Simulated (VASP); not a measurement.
**Ni: single point with BLYP+D4**

Crystal: Ni.

```
Ni
1.0
     2.47260    0.00000    0.00000
    -1.23630    2.14134    0.00000
     0.00000    0.00000    4.05952
Ni
2
Direct
  0.66667 0.33333 0.75000
  0.33333 0.66667 0.25000
```

This isn't the form of Ni at room conditions, which is fcc.

* Program: VASP 6.6.1
* Task: single point
* Functional: BLYP
* Dispersion: D4
* Potentials or basis: VASP PAW PBE potentials, release 64 (Ni_sv_GW)
* Cutoff: 690 eV
* k mesh: 12 × 12 × 7
* Occupations: fermi-dirac, width 0.05 eV
* Spin: collinear spin, ferromagnetic start
* Starting moments: [1.0, 1.0] μB
* Dipole correction: no
* Further INCAR settings: ALGO = Normal; EDIFF = 1e-06; NBANDS = 29

The pressure is -0.8 GPa and the net moment is 1.25 μB per cell. The site moments are Ni +0.66 μB and the valence electrons inside the program's atomic spheres are Ni 16.40. The dispersion energy per atom is -0.894 eV.

Levels at points of the mesh, in eV from the Fermi level:
Spin up:
```tsv
k point	band 17	band 18	band 19	band 20	band 21	band 22
(0.00, 0.00, 0.00)	-1.68	-0.71	-0.71	-0.22	5.67	22.94
(0.50, 0.00, 0.00)	-0.53	-0.48	1.26	3.12	9.46	9.91
```
Spin down:
```csv
k point,band 14,band 15,band 16,band 17,band 18,band 19,band 20,band 21,band 22,band 23
"(0.00, 0.00, 0.00)",-1.43,-1.43,-1.04,-1.04,-0.24,-0.03,-0.03,6.09,22.85,24.65
"(0.50, 0.00, 0.00)",-1.78,-1.41,0.15,0.17,0.28,1.73,3.51,9.60,10.03,12.92
```

It took 2.7 min on 1 thread of Intel(R) Xeon(R) Platinum 8259CL CPU @ 2.50GHz (Skylake/Cascade Lake), on a shared host, peak memory 0.25 GiB.

Caveat: the PAW data sets were made with another functional, which shifts forces and pressure a little.
